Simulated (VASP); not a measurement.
# Sb (Fd-3m) in VASP: notebook, part 2 of 2

VASP 6.6.1.

## (4) Single point, LDA (volume scaled by 1.04)

INCAR reads:

```
SYSTEM = Sb
ALGO = Normal ; EDIFF = 1E-6
ENCUT = 520 ; ISIF = 2
ISMEAR = -1 ; LASPH = .TRUE.
LCHARG = .TRUE. ; LELF = .TRUE.
LREAL = .FALSE. ; LVHAR = .TRUE.
LWAVE = .FALSE. ; NBANDS = 12
NELM = 100 ; PREC = Accurate
SIGMA = 0.1
```

KPOINTS reads:

```
k-points
0
G
  9 9 9
  0 0 0
```

POSCAR reads:

```
Sb
1.0
    0.0000000000      3.4564132967      3.4564132967
    3.4564132967      0.0000000000      3.4564132967
    3.4564132967      3.4564132967      0.0000000000
Sb
2
Direct
    0.1250000000      0.1250000000      0.1250000000
    0.8750000000      0.8750000000      0.8750000000
```

Potentials or basis: VASP PAW LDA potentials, release 64 (Sb).

The run is started by

```bash
cat potpaw_LDA.64/Sb/POTCAR > POTCAR
mpirun -np 1 vasp_std > vasp.out
```

OUTCAR:

```text
SYSTEM = Sb
   EDIFF = 1E-6
   ENCUT = 520
   ISIF = 2
   ISMEAR = -1
   LASPH = .TRUE.
   LREAL = .FALSE.
   NELM = 100
   PREC = Accurate

 ion  position               nearest neighbor table
   1  0.125  0.125  0.125-   2 2.99   2 2.99   2 2.99   2 2.99
   2  0.875  0.875  0.875-   1 2.99   1 2.99   1 2.99   1 2.99

  LATTYP: Found a face centered cubic cell.
 ALAT       =     6.9128265934

  Lattice vectors:

 A1 = (   0.0000000000,   3.4564132967,   3.4564132967)
 A2 = (   3.4564132967,   0.0000000000,   3.4564132967)
 A3 = (   3.4564132967,   3.4564132967,   0.0000000000)

Analysis of symmetry for initial positions (statically):
=====================================================================
 Subroutine PRICEL returns:
 Original cell was already a primitive cell.

 Routine SETGRP: Setting up the symmetry group for a
 face centered cubic supercell.

 Subroutine GETGRP returns: Found 48 space group operations
 (whereof 12 operations were pure point group operations)
 out of a pool of 48 trial point group operations.

The static configuration has the point symmetry D_3d.
 The point group associated with its full space group is O_h .

Analysis of symmetry for dynamics (positions and initial velocities):
=====================================================================
 Subroutine PRICEL returns:
 Original cell was already a primitive cell.

 Routine SETGRP: Setting up the symmetry group for a
 face centered cubic supercell.

 Subroutine GETGRP returns: Found 48 space group operations
 (whereof 12 operations were pure point group operations)
 out of a pool of 48 trial point group operations.

The dynamic configuration has the point symmetry D_3d.
 The point group associated with its full space group is O_h .

 Subroutine INISYM returns: Found 48 space group operations
 (whereof 12 operations are pure point group operations),
 and found     1 'primitive' translations

----------------------------------------------------------------------------------------

                                     Primitive cell

  volume of cell :      82.5861

  direct lattice vectors                    reciprocal lattice vectors
     0.000000000  3.456413297  3.456413297    -0.144658626  0.144658626  0.144658626
     3.456413297  0.000000000  3.456413297     0.144658626 -0.144658626  0.144658626
     3.456413297  3.456413297  0.000000000     0.144658626  0.144658626 -0.144658626

  length of vectors
     4.888106561  4.888106561  4.888106561     0.250556091  0.250556091  0.250556091

  position of ions in fractional coordinates (direct lattice)
     0.125000000  0.125000000  0.125000000
     0.875000000  0.875000000  0.875000000

  ion indices of the primitive-cell ions
   primitive index   ion index
                 1           1
                 2           2

----------------------------------------------------------------------------------------

 KPOINTS: k-points

Automatic generation of k-mesh.
 Grid dimensions read from file:
 generate k-points for:    9    9    9

 Generating k-lattice:

  Cartesian coordinates                     Fractional coordinates (reciprocal lattice)
    -0.016073181  0.016073181  0.016073181     0.111111111  0.000000000  0.000000000
     0.016073181 -0.016073181  0.016073181     0.000000000  0.111111111  0.000000000
     0.016073181  0.016073181 -0.016073181     0.000000000  0.000000000  0.111111111

  Length of vectors
     0.027839566  0.027839566  0.027839566

  Shift w.r.t. Gamma in fractional coordinates (k-lattice)
     0.000000000  0.000000000  0.000000000

 Subroutine IBZKPT returns following result:
 ===========================================

 Found     35 irreducible k-points:

 Following reciprocal coordinates:
            Coordinates               Weight
  0.000000  0.000000  0.000000      1.000000
  0.111111  0.000000  0.000000      8.000000
  0.222222  0.000000  0.000000      8.000000
  0.333333  0.000000  0.000000      8.000000
  0.444444  0.000000  0.000000      8.000000
  0.111111  0.111111  0.000000      6.000000
[... 16 lines left out ...]
 -0.333333  0.333333  0.000000     12.000000
  0.444444  0.444444  0.000000      6.000000
 [... further k-points ...]
   k-points           NKPTS =     35   k-points in BZ     NKDIM =     35   number of bands    NBANDS=     12
   number of dos      NEDOS =    301   number of ions     NIONS =      2
   total plane-waves  NPLWV =  46656
   dimension x,y,z NGX =    36 NGY =   36 NGZ =   36
   dimension x,y,z NGXF=    72 NGYF=   72 NGZF=   72
   ions per type =               2
   NGX,Y,Z   is equivalent  to a cutoff of  12.24, 12.24, 12.24 a.u.
   NGXF,Y,Z  is equivalent  to a cutoff of  24.49, 24.49, 24.49 a.u.
 SYSTEM =  Sb
   PREC   = accura    normal or accurate (medium, high low for compatibility)
   ISTART =      0    job   : 0-new  1-cont  2-samecut
   ICHARG =      2    charge: 1-file 2-atom 10-const
   ISPIN  =      1    spin polarized calculation?
   LNONCOLLINEAR =      F non collinear calculations
   LSORBIT =      F    spin-orbit coupling
   LASPH  =      T    aspherical Exc in radial PAW
   ENCUT  =  520.0 eV  38.22 Ry    6.18 a.u.   9.09  9.09  9.09*2*pi/ulx,y,z
   NELM   =    100;   NELMIN=  2; NELMDL= -5     # of ELM steps
   EDIFF  = 0.1E-05   stopping-criterion for ELM
   LREAL  =      F    real-space projection
   EDIFFG = 0.1E-04   stopping-criterion for IOM
   NSW    =      0    number of steps for IOM
   IBRION =     -1    ionic relax: 0-MD 1-quasi-New 2-CG
   NFREE  =      0    steps in history (QN), initial steepest desc. (CG)
   ISIF   =      2    stress and relaxation
   ISYM   =      2    0-nonsym 1-usesym 2-fastsym
   POTIM  = 0.5000    time-step for ionic-motion
   TEBEG  =    0.0;   TEEND  =   0.0 temperature during run
   PSTRESS=    0.0 pullay stress
   NELECT =      10.0000    total number of electrons
   NUPDOWN=      -1.0000    fix difference up-down
   EMIN   =  10.00;   EMAX   =-10.00  energy-range for DOS
   EFERMI =   0.00;   METHOD = LEGACY
   ISMEAR =    -1;   SIGMA  =   0.10  broadening in eV -4-tet -1-fermi 0-gaus
   EFERMI_NEDOS =   21; number of points for ismear=-14 and -15
   IALGO  =     38    algorithm
   IMIX   =      4    mixing-type and parameters
     AMIX     =   0.40;   BMIX     =  1.00
     AMIX_MAG =   1.60;   BMIX_MAG =  1.00
  volume/ion in A,a.u.               =      41.29       278.66
  Fermi-wavevector in a.u.,A,eV,Ry     =   0.809914  1.530516  8.924898  0.655961
  Thomas-Fermi vector in A             =   1.918993
   LORBIT       =      0    0 simple, 1 ext, 2 COOP (PROOUT), +10 PAW based schemes
   GGA     = CA    functional components
   LHFCALC =     F    Hartree Fock is set to
   AEXX    =    0.0000 exact exchange contribution
   IVDW    =     0    specifies the selected vdW correction
   LEPSILON=     F    determine dielectric tensor
   LRPA    =     F    only Hartree local field effects (RPA)
 non-spin polarized calculation
  energy-cutoff  :      520.00
  volume of cell :       82.59
 maximum number of plane-waves:      2234
   NGX = 19   NGY = 19   NGZ = 19

 number of electron      10.0000000 magnetization

 number of electron       9.9999999 magnetization

 Free energy of the ion-electron system (eV)
  ---------------------------------------------------
  ext. energy  EPLUGINS =         0.00000000
  ---------------------------------------------------
  free energy    TOTEN  =        -8.80045575 eV

  energy without entropy =       -8.74931671  energy(sigma->0) =       -8.77488623

 E-fermi :   3.9299     XC(G=0):  -8.2573

 val. band max:        3.9128280179   @ k =  -0.4444   0.4444   0.1111
 cond. band min:       3.9307336963   @ k =   0.4444   0.3333   0.0000
 fundamental gap:      0.0179056784
 Fermi energy:         3.9299344542

 k-point     1 :       0.0000    0.0000    0.0000
  band No.  band energies     occupation
      1      -7.6621      2.00000
      2      -1.3503      2.00000
      3       2.1942      2.00000
      4       2.1942      2.00000
      5       2.1942      2.00000
      6       4.4861      0.00765
      7       4.4861      0.00765
      8       4.4861      0.00765
      9       7.7832      0.00000
     10      10.3159      0.00000
     11      10.3159      0.00000
     12      11.4369      0.00000
[... 331 lines left out ...]
 k-point    24 :       0.4444    0.4444    0.0000
  band No.  band energies     occupation
      1      -5.8782      2.00000
      2      -4.9562      2.00000
      3       0.5524      2.00000
      4       0.5524      2.00000
      5       3.3984      1.99022
      6       3.5533      1.95478
      7       8.0722      0.00000
      8       8.0722      0.00000
      9       9.4779      0.00000
     10      10.7430      0.00000
     11      12.3204      0.00000
     12      12.3270      0.00000

 [... further k-points ...]
[... 5 lines left out ...]
  --------------------------------------------------------------------------------------
  -------------------------------------------------------------------------------------
  Total       -0.6585836     -0.6585836     -0.6585836      0.0000000      0.0000000     -0.0000000
  in kB      -12.7765761    -12.7765761    -12.7765761      0.0000000      0.0000000     -0.0000000
  external PRESSURE =     -12.7765761 kB  Pullay stress =       0.0000000 kB

 VOLUME and BASIS-vectors are now :
 -----------------------------------------------------------------------------
  energy-cutoff  :      520.00
  volume of cell :       82.59
      direct lattice vectors                 reciprocal lattice vectors
     0.000000000  3.456413297  3.456413297    -0.144658626  0.144658626  0.144658626
     3.456413297  0.000000000  3.456413297     0.144658626 -0.144658626  0.144658626
     3.456413297  3.456413297  0.000000000     0.144658626  0.144658626 -0.144658626

 POSITION                                       TOTAL-FORCE (eV/Angst)
 -----------------------------------------------------------------------------------
      0.86410      0.86410      0.86410         0.000000      0.000000      0.000000
      6.04872      6.04872      6.04872        -0.000000     -0.000000     -0.000000
 -----------------------------------------------------------------------------------
    total drift:                               -0.000000      0.000000      0.000000

  FREE ENERGIE OF THE ION-ELECTRON SYSTEM (eV)
  ---------------------------------------------------
  free  energy   TOTEN  =        -8.8004557479 eV

  energy  without entropy=       -8.7493167114  energy(sigma->0) =       -8.77488623
```

OSZICAR:

```text
N       E                     dE             d eps       ncg     rms          rms(c)
DAV:   1     0.312068383671E+02    0.31207E+02   -0.31757E+03   840   0.618E+02
DAV:   2    -0.661039058590E+01   -0.37817E+02   -0.36567E+02  1112   0.985E+01
DAV:   3    -0.881550387945E+01   -0.22051E+01   -0.21861E+01  1088   0.260E+01
DAV:   4    -0.884039563889E+01   -0.24892E-01   -0.24888E-01   912   0.333E+00
DAV:   5    -0.884090600705E+01   -0.51037E-03   -0.51036E-03  1048   0.516E-01    0.272E+00
DAV:   6    -0.881408771832E+01    0.26818E-01   -0.10201E-02   892   0.467E-01    0.160E+00
DAV:   7    -0.880040883242E+01    0.13679E-01   -0.20673E-02   912   0.661E-01    0.561E-02
DAV:   8    -0.880045072332E+01   -0.41891E-04   -0.76279E-04   892   0.171E-01    0.200E-02
DAV:   9    -0.880045521192E+01   -0.44886E-05   -0.17646E-05  1036   0.290E-02    0.537E-03
DAV:  10    -0.880045574788E+01   -0.53596E-06   -0.17397E-06   868   0.720E-03
   1 F= -.88004557E+01 E0= -.87748862E+01  d E =-.511390E-01
```

Run time: 32 s. Hardware: 1 thread of Intel Xeon 8259CL, shared host; peak memory 0.18 GiB.

What came out:

| Item | Value |
| --- | --- |
| Free energy | -8.8005 eV |
| Pressure | -1.3 GPa |
| Band gap on the k mesh | zero (band 5 reaches 4.42 eV, above the bottom of band 6 at 3.55 eV) |

Levels at points of the mesh, in eV from the Fermi level:
```tsv
k point	band 2	band 3	band 4	band 5	band 6	band 7	band 8	band 9
(0.00, 0.00, 0.00)	-5.28	-1.74	-1.74	-1.74	0.56	0.56	0.56	3.85
```

Caveat: spin-orbit coupling is left out, which moves the levels of the heavy elements.

## (5) Single point, LDA (volume scaled by 1.08)

INCAR reads:

```
PREC     = Accurate       # precision mode
ENCUT    = 520            # plane-wave cutoff, eV
EDIFF    = 1E-6           # SCF threshold, eV
ISMEAR   = -1             # smearing method
SIGMA    = 0.1            # smearing width, eV
LREAL    = F              # projectors in reciprocal space
LASPH    = T              # aspherical terms in the spheres
NELM     = 80             # most SCF steps
ALGO     = Normal         # electronic algorithm
ISIF     = 2              # what is computed and relaxed
LWAVE    = F              # write WAVECAR
LCHARG   = F              # write CHGCAR
NBANDS   = 12             # bands
```

KPOINTS reads:

```
Automatic mesh
0
Gamma
  9 9 9
```

POSCAR reads:

```
Sb
1.0
    0.0000000000      3.5001700089      3.5001700089
    3.5001700089      0.0000000000      3.5001700089
    3.5001700089      3.5001700089      0.0000000000
Sb
2
Direct
    0.1250000000      0.1250000000      0.1250000000
    0.8750000000      0.8750000000      0.8750000000
```

The run is started by

```bash
cat potpaw_LDA.64/Sb/POTCAR > POTCAR
mpirun -np 1 vasp_std > vasp.out
```

It took 46 s on 1 thread of Intel Xeon 8259CL, shared host; peak memory 0.2 GiB.

It converged, with:

- Free energy: -8.7638 eV
- Pressure: -2.4 GPa
- Band gap on the k mesh: zero (band 5 reaches 4.01 eV, above the bottom of band 6 at 3.23 eV)

Levels at points of the mesh, in eV from the Fermi level:
```tsv
k point	band 2	band 3	band 4	band 5	band 6	band 7	band 8	band 9
(0.00, 0.00, 0.00)	-5.45	-1.67	-1.67	-1.67	0.58	0.58	0.58	3.85
```

Caveat: spin-orbit coupling is left out, which moves the levels of the heavy elements.

## (6) Summary

| cell | gap on the mesh (eV) | pressure (GPa) |
| --- | --- | --- |
| a = 4.759 Å, angles 60.0°, 2 atoms | none | 1.7 |
| a = 4.825 Å, angles 60.0°, 2 atoms | none | 0.1 |
| a = 4.888 Å, angles 60.0°, 2 atoms | none | -1.3 |
| a = 4.950 Å, angles 60.0°, 2 atoms | none | -2.4 |

Alike in all rows: task single point; level LDA; potentials or basis VASP PAW LDA potentials, release 64 (Sb); no spin polarisation; k mesh 9 × 9 × 9; cutoff (eV) 520; smearing fermi-dirac 0.1 eV.

Caveats: spin-orbit coupling is left out, which moves the levels of the heavy elements.

Total energies depend on the potentials used, so only differences within one code and one set of settings carry meaning.
